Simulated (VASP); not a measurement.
# AlInSb2 (P-4m2) in VASP: a series of runs

AlInSb2 is run at these levels: LDA; tasks: single point.

Everything below comes from runs of VASP 6.6.1. Logs are shortened: lines on timing, memory, paths and dates and some standing lists are left out, and cuts for length are marked.

## Step 1: The cell of the first run

It takes space group P-4m2 (No. 115, tetragonal). Conventional cell: a = 4.563 Å, b = 4.563 Å, c = 5.929 Å, α = 90.00°, β = 90.00°, γ = 90.00°. Within 3.5 Å of Al (site symmetry -4m2) lie 4 Sb at 2.67 Å. Within 3.7 Å of In (site symmetry -4m2) lie 4 Sb at 2.77 Å. Within 3.5 Å of Sb (site symmetry 2mm) lie 2 Al at 2.67 Å and 2 In at 2.77 Å.

## Step 2: Single point, LDA (30.85 Å³/atom, c/a of the conventional cell at fixed volume 1.2994)

INCAR

```
SYSTEM = AlInSb2
ALGO     = Normal         ! electronic algorithm
EDIFF    = 1E-6           ! SCF threshold, eV
ENCUT    = 520            ! plane-wave cutoff, eV
ISIF     = 2              ! what is computed and relaxed
ISMEAR   = 0              ! smearing method
LASPH    = .True.         ! aspherical terms in the spheres
LCHARG   = .False.        ! write CHGCAR
LREAL    = .False.        ! projectors in reciprocal space
LWAVE    = .False.        ! write WAVECAR
NBANDS   = 21             ! bands
NELM     = 100            ! most SCF steps
PREC     = Accurate       ! precision mode
SIGMA    = 0.05           ! smearing width, eV
```

KPOINTS

```
k-points
0
Gamma
  8 8 6
  0 0 0
```

POSCAR

```
AlInSb2
1.0
    4.5626022301      0.0000000000      0.0000000000
    0.0000000000      4.5626022301      0.0000000000
    0.0000000000      0.0000000000      5.9286453378
Al In Sb
1 1 2
Direct
    0.0000000000      0.0000000000      0.0000000000
    0.5000000000      0.5000000000      0.5000000000
    0.0000000000      0.5000000000      0.2339661693
    0.5000000000      0.0000000000      0.7660338307
```

Potentials or basis: VASP PAW LDA potentials, release 64 (Al, In_d, Sb).

Started as:

```console
$ cat potpaw_LDA.64/Al/POTCAR potpaw_LDA.64/In_d/POTCAR potpaw_LDA.64/Sb/POTCAR > POTCAR
$ mpirun -np 1 vasp_std > vasp.out
```

OUTCAR:

```text
SYSTEM = AlInSb2
   EDIFF = 1E-6
   ENCUT = 520
   ISIF = 2
   ISMEAR = 0
   LASPH = .True.
   LREAL = .False.
   NELM = 100
   PREC = Accurate

 ion  position               nearest neighbor table
   1  0.000  0.000  0.000-   3 2.67   4 2.67   3 2.67   4 2.67
   2  0.500  0.500  0.500-   3 2.77   4 2.77   4 2.77   3 2.77
   3  0.000  0.500  0.234-   1 2.67   1 2.67   2 2.77   2 2.77
   4  0.500  0.000  0.766-   1 2.67   1 2.67   2 2.77   2 2.77

  LATTYP: Found a simple tetragonal cell.
 ALAT       =     4.5626022301
 C/A-ratio  =     1.2994000000

  Lattice vectors:

 A1 = (   4.5626022301,   0.0000000000,   0.0000000000)
 A2 = (   0.0000000000,   4.5626022301,   0.0000000000)
 A3 = (   0.0000000000,   0.0000000000,   5.9286453378)

Analysis of symmetry for initial positions (statically):
=====================================================================
 Subroutine PRICEL returns:
 Original cell was already a primitive cell.

 Routine SETGRP: Setting up the symmetry group for a
 simple tetragonal supercell.

 Subroutine GETGRP returns: Found  8 space group operations
 (whereof  8 operations were pure point group operations)
 out of a pool of 16 trial point group operations.

The static configuration has the point symmetry D_2d.

Analysis of symmetry for dynamics (positions and initial velocities):
=====================================================================
 Subroutine PRICEL returns:
 Original cell was already a primitive cell.

 Routine SETGRP: Setting up the symmetry group for a
 simple tetragonal supercell.

 Subroutine GETGRP returns: Found  8 space group operations
 (whereof  8 operations were pure point group operations)
 out of a pool of 16 trial point group operations.

The dynamic configuration has the point symmetry D_2d.

 Subroutine INISYM returns: Found  8 space group operations
 (whereof  8 operations are pure point group operations),
 and found     1 'primitive' translations

----------------------------------------------------------------------------------------

                                     Primitive cell

  volume of cell :     123.4186

  direct lattice vectors                    reciprocal lattice vectors
     4.562602230  0.000000000  0.000000000     0.219173171  0.000000000  0.000000000
     0.000000000  4.562602230  0.000000000     0.000000000  0.219173171  0.000000000
     0.000000000  0.000000000  5.928645338     0.000000000  0.000000000  0.168672596

  length of vectors
     4.562602230  4.562602230  5.928645338     0.219173171  0.219173171  0.168672596

  position of ions in fractional coordinates (direct lattice)
     0.000000000  0.000000000  0.000000000
     0.500000000  0.500000000  0.500000000
     0.000000000  0.500000000  0.233966169
     0.500000000  0.000000000  0.766033831

  ion indices of the primitive-cell ions
   primitive index   ion index
                 1           1
                 2           2
                 3           3
                 4           4

----------------------------------------------------------------------------------------

 KPOINTS: k-points

Automatic generation of k-mesh.
 Grid dimensions read from file:
 generate k-points for:    8    8    6

 Generating k-lattice:

  Cartesian coordinates                     Fractional coordinates (reciprocal lattice)
     0.027396646  0.000000000  0.000000000     0.125000000  0.000000000  0.000000000
     0.000000000  0.027396646  0.000000000     0.000000000  0.125000000  0.000000000
     0.000000000  0.000000000  0.028112099     0.000000000  0.000000000  0.166666667

  Length of vectors
     0.027396646  0.027396646  0.028112099

  Shift w.r.t. Gamma in fractional coordinates (k-lattice)
     0.000000000  0.000000000  0.000000000

 Subroutine IBZKPT returns following result:
 ===========================================

 Found     60 irreducible k-points:

 Following reciprocal coordinates:
            Coordinates               Weight
  0.000000  0.000000  0.000000      1.000000
  0.125000  0.000000  0.000000      4.000000
  0.250000  0.000000  0.000000      4.000000
  0.375000  0.000000  0.000000      4.000000
  0.500000  0.000000  0.000000      2.000000
  0.125000  0.125000  0.000000      4.000000
[... 16 lines left out ...]
  0.375000  0.125000  0.166667     16.000000
  0.500000  0.125000  0.166667      8.000000
 [... further k-points ...]
   k-points           NKPTS =     60   k-points in BZ     NKDIM =     60   number of bands    NBANDS=     21
   number of dos      NEDOS =    301   number of ions     NIONS =      4
   total plane-waves  NPLWV =  62208
   dimension x,y,z NGX =    36 NGY =   36 NGZ =   48
   dimension x,y,z NGXF=    72 NGYF=   72 NGZF=   96
   ions per type =               1   1   2
   NGX,Y,Z   is equivalent  to a cutoff of  13.12, 13.12, 13.46 a.u.
   NGXF,Y,Z  is equivalent  to a cutoff of  26.23, 26.23, 26.92 a.u.
 SYSTEM =  AlInSb2
   PREC   = accura    normal or accurate (medium, high low for compatibility)
   ISTART =      0    job   : 0-new  1-cont  2-samecut
   ICHARG =      2    charge: 1-file 2-atom 10-const
   ISPIN  =      1    spin polarized calculation?
   LNONCOLLINEAR =      F non collinear calculations
   LSORBIT =      F    spin-orbit coupling
   LASPH  =      T    aspherical Exc in radial PAW
   ENCUT  =  520.0 eV  38.22 Ry    6.18 a.u.   8.48  8.48 11.02*2*pi/ulx,y,z
   NELM   =    100;   NELMIN=  2; NELMDL= -5     # of ELM steps
   EDIFF  = 0.1E-05   stopping-criterion for ELM
   LREAL  =      F    real-space projection
   EDIFFG = 0.1E-04   stopping-criterion for IOM
   NSW    =      0    number of steps for IOM
   IBRION =     -1    ionic relax: 0-MD 1-quasi-New 2-CG
   NFREE  =      0    steps in history (QN), initial steepest desc. (CG)
   ISIF   =      2    stress and relaxation
   ISYM   =      2    0-nonsym 1-usesym 2-fastsym
   POTIM  = 0.5000    time-step for ionic-motion
   TEBEG  =    0.0;   TEEND  =   0.0 temperature during run
   PSTRESS=    0.0 pullay stress
   NELECT =      26.0000    total number of electrons
   NUPDOWN=      -1.0000    fix difference up-down
   EMIN   =  10.00;   EMAX   =-10.00  energy-range for DOS
   EFERMI =   0.00;   METHOD = LEGACY
   ISMEAR =     0;   SIGMA  =   0.05  broadening in eV -4-tet -1-fermi 0-gaus
   EFERMI_NEDOS =   21; number of points for ismear=-14 and -15
   IALGO  =     38    algorithm
   IMIX   =      4    mixing-type and parameters
     AMIX     =   0.40;   BMIX     =  1.00
     AMIX_MAG =   1.60;   BMIX_MAG =  1.00
  volume/ion in A,a.u.               =      30.85       208.22
  Fermi-wavevector in a.u.,A,eV,Ry     =   0.974105  1.840791 12.910300  0.948880
  Thomas-Fermi vector in A             =   2.104538
   LORBIT       =      0    0 simple, 1 ext, 2 COOP (PROOUT), +10 PAW based schemes
   GGA     = CA    functional components
   LHFCALC =     F    Hartree Fock is set to
   AEXX    =    0.0000 exact exchange contribution
   IVDW    =     0    specifies the selected vdW correction
   LEPSILON=     F    determine dielectric tensor
   LRPA    =     F    only Hartree local field effects (RPA)
 non-spin polarized calculation
 Gauss-broadening in eV      SIGMA  =   0.05
  energy-cutoff  :      520.00
  volume of cell :      123.42
 maximum number of plane-waves:      3352
 NGX is ok and might be reduce to    36
   NGX = 17   NGY = 17   NGZ = 23

 number of electron      26.0000002 magnetization

 Free energy of the ion-electron system (eV)
  ---------------------------------------------------
  ext. energy  EPLUGINS =         0.00000000
  ---------------------------------------------------
  free energy    TOTEN  =       -17.41871950 eV

  energy without entropy =      -17.41871950  energy(sigma->0) =      -17.41871950

 E-fermi :   5.2001     XC(G=0):  -9.0304

 val. band max:        4.9554069688   @ k =   0.0000   0.0000   0.0000
 cond. band min:       5.5463808554   @ k =   0.0000   0.0000   0.0000
 fundamental gap:      0.5909738866
 Fermi energy:         5.2001230402

 k-point     1 :       0.0000    0.0000    0.0000
  band No.  band energies     occupation
      1      -9.5362      2.00000
      2      -9.4677      2.00000
      3      -9.4677      2.00000
      4      -9.4096      2.00000
      5      -9.3851      2.00000
      6      -5.8963      2.00000
[... 13 lines left out ...]
     20      10.9053      0.00000
     21      12.0998      0.00000

 k-point     2 :       0.1250    0.0000    0.0000
  band No.  band energies     occupation
      1      -9.5328      2.00000
      2      -9.4721      2.00000
      3      -9.4674      2.00000
      4      -9.4083      2.00000
      5      -9.3864      2.00000
      6      -5.8025      2.00000
[... 13 lines left out ...]
     20      11.4306      0.00000
     21      11.4921      0.00000

 k-point     3 :       0.2500    0.0000    0.0000
  band No.  band energies     occupation
      1      -9.5253      2.00000
      2      -9.4822      2.00000
      3      -9.4667      2.00000
      4      -9.4049      2.00000
      5      -9.3895      2.00000
      6      -5.5295      2.00000
[... 13 lines left out ...]
     20      10.8901      0.00000
     21      11.5357      0.00000

 k-point     4 :       0.3750    0.0000    0.0000
  band No.  band energies     occupation
      1      -9.5194      2.00000
      2      -9.4908      2.00000
      3      -9.4659      2.00000
      4      -9.4013      2.00000
      5      -9.3926      2.00000
      6      -5.1073      2.00000
[... 13 lines left out ...]
     20      10.3431      0.00000
     21      10.8022      0.00000

 k-point     5 :       0.5000    0.0000    0.0000
  band No.  band energies     occupation
      1      -9.5181      2.00000
      2      -9.4933      2.00000
      3      -9.4656      2.00000
      4      -9.3997      2.00000
      5      -9.3939      2.00000
      6      -4.6539      2.00000
[... 13 lines left out ...]
     20      10.1812      0.00000
     21      10.2022      0.00000
[... 382 lines left out ...]
     20      10.5888      0.00000
     21      11.3060      0.00000

 k-point    22 :       0.2500    0.1250    0.1667
  band No.  band energies     occupation
      1      -9.5236      2.00000
      2      -9.4850      2.00000
      3      -9.4661      2.00000
      4      -9.4038      2.00000
      5      -9.3909      2.00000
      6      -5.3538      2.00000
[... 13 lines left out ...]
     20       9.7673      0.00000
     21      11.2432      0.00000

 k-point    23 :       0.3750    0.1250    0.1667
  band No.  band energies     occupation
      1      -9.5191      2.00000
      2      -9.4929      2.00000
      3      -9.4640      2.00000
      4      -9.4004      2.00000
      5      -9.3941      2.00000
      6      -4.9536      2.00000
[... 13 lines left out ...]
     20      10.2588      0.00000
     21      10.9068      0.00000

 k-point    24 :       0.5000    0.1250    0.1667
  band No.  band energies     occupation
      1      -9.5184      2.00000
      2      -9.4952      2.00000
      3      -9.4630      2.00000
      4      -9.3989      2.00000
      5      -9.3954      2.00000
      6      -4.5447      2.00000
[... 13 lines left out ...]
     20      10.6929      0.00000
     21      10.6959      0.00000

 [... further k-points ...]
[... 5 lines left out ...]
  --------------------------------------------------------------------------------------
  -------------------------------------------------------------------------------------
  Total       -0.5737450     -0.5737450      1.2730000      0.0000000      0.0000000      0.0000000
  in kB       -7.4481564     -7.4481564     16.5256401      0.0000000      0.0000000      0.0000000
  external PRESSURE =       0.5431091 kB  Pullay stress =       0.0000000 kB

 VOLUME and BASIS-vectors are now :
 -----------------------------------------------------------------------------
  energy-cutoff  :      520.00
  volume of cell :      123.42
      direct lattice vectors                 reciprocal lattice vectors
     4.562602230  0.000000000  0.000000000     0.219173171  0.000000000  0.000000000
     0.000000000  4.562602230  0.000000000     0.000000000  0.219173171  0.000000000
     0.000000000  0.000000000  5.928645338     0.000000000  0.000000000  0.168672596

 POSITION                                       TOTAL-FORCE (eV/Angst)
 -----------------------------------------------------------------------------------
      0.00000      0.00000      0.00000         0.000000     -0.000000      0.000000
      2.28130      2.28130      2.96432         0.000000      0.000000      0.000000
      0.00000      2.28130      1.38710         0.000000     -0.000000     -0.073740
      2.28130      0.00000      4.54154         0.000000     -0.000000      0.073740
 -----------------------------------------------------------------------------------
    total drift:                                0.000000      0.000000      0.000000

  FREE ENERGIE OF THE ION-ELECTRON SYSTEM (eV)
  ---------------------------------------------------
  free  energy   TOTEN  =       -17.4187195010 eV

  energy  without entropy=      -17.4187195010  energy(sigma->0) =      -17.41871950
```

Wall time 64 s (1 thread of AMD EPYC 9R45 (Zen 5), shared host); peak memory 0.28 GiB.

Results:

- Free energy: -17.4187 eV
- Pressure: 0.1 GPa
- Largest force: 0.074 eV/Å
- Band gap on the k mesh: 0.59 eV

Forces in eV/Å, atoms in the order of the input:
```
Al   0.000  0.000  0.000
In   0.000  0.000  0.000
Sb   0.000  0.000 -0.074
Sb   0.000  0.000  0.074
```

Caveat: the cell differs from its parent crystal (c/a of the conventional cell at fixed volume 1.2994); semilocal functionals underestimate gaps, and a narrow one can read as zero; spin-orbit coupling is left out, which moves the levels of the heavy elements.

(Part 1 of 2 ends here.)
